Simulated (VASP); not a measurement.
# Ir: single point with r2SCAN

The system is Ir.

```xyz
4
Lattice="2.6053 0.0000 0.0000 -1.3027 2.2563 0.0000 0.0000 0.0000 8.5225" Properties=species:S:1:pos:R:3 pbc="T T T"
Ir    0.0000    0.0000    8.5225
Ir    2.6053    0.0000    4.2612
Ir    0.0000    1.5042    2.1306
Ir    1.3027    0.7521    6.3919
```

This isn't the form of Ir at room conditions, which is fcc.

```json
{
  "Program": "VASP 6.6.1",
  "Task": "single point",
  "Functional": "r2SCAN",
  "Potentials or basis": "VASP PAW PBE potentials, release 64 (Ir)",
  "Cutoff": "520 eV",
  "k mesh": "17 × 17 × 5",
  "Occupations": "fermi-dirac, width 0.05 eV",
  "Spin": "collinear spin",
  "Starting moments": "[1.0, 1.0, 1.0, 1.0] μB",
  "Dipole correction": "no",
  "Further INCAR settings": "ALGO = Normal; EDIFF = 1e-07; NBANDS = 30"
}
```

```yaml
Pressure: 71.0 GPa
Band_gap_on_the_k_mesh: zero (filled and empty bands overlap)
Net_moment: 0.00 μB per cell
Valence_electrons_inside_the_program's_atomic_spheres: Ir 8.86, 8.87 (each value once)
```

Stress tensor (GPa, compression positive):
```
71.13  0.00  0.00
 0.00 71.13  0.00
 0.00  0.00 70.71
```

Levels at points of the mesh, in eV from the Fermi level:
Spin up:
```
           k point  band 16  band 17  band 18  band 19  band 20  band 21
(0.00, 0.00, 0.00)    -2.29    -2.29    -1.32    -1.32    -1.06    -0.44
```
Spin down:
```csv
k point,band 14,band 15,band 16,band 17,band 18,band 19,band 20,band 21,band 22,band 23
"(0.00, 0.00, 0.00)",-4.16,-4.16,-2.29,-2.29,-1.32,-1.32,-1.06,-0.44,-0.44,0.89
```

Run time: 7.5 min on 1 thread of Intel(R) Xeon(R) 6975P-C (Granite Rapids), on a shared host, peak memory 0.34 GiB.

Caveat: the cell stands under pressure; the PAW data sets were made with another functional, which shifts forces and pressure a little; spin-orbit coupling is left out, which moves the levels of the heavy elements.
